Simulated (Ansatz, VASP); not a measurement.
## One calculation of PbS, two programs

```xyz
2
Lattice="0.0000 2.9636 2.9636 2.9636 0.0000 2.9636 2.9636 2.9636 0.0000" Properties=species:S:1:pos:R:3 pbc="T T T"
Pb    0.0000    0.0000    0.0000
S     2.9636    2.9636    2.9636
```

Alike in both runs: functional PBE; dispersion D3(BJ); k mesh 5 × 5 × 5; occupations fermi-dirac, width 0.01 eV; no spin polarisation.

Ansatz relaxed the structure, and its values are those at the end. VASP's run is a single point on that final structure, the one shown.

|  | VASP | Ansatz |
| --- | --- | --- |
| version | VASP 6.6.1 | Ansatz 0.2.0 |
| potentials or method | VASP PAW PBE potentials, release 64 (Pb_d, S), cutoff 500 eV | plane waves, PAW |
| valence electrons in the cell | 20 | 20 |

```tsv
	VASP	Ansatz	Ansatz less VASP
pressure (GPa)	-0.1	0.0	+0.08
```

Ansatz's warnings: relaxed geometry near dispersion switch.

Spin-orbit coupling is off throughout.
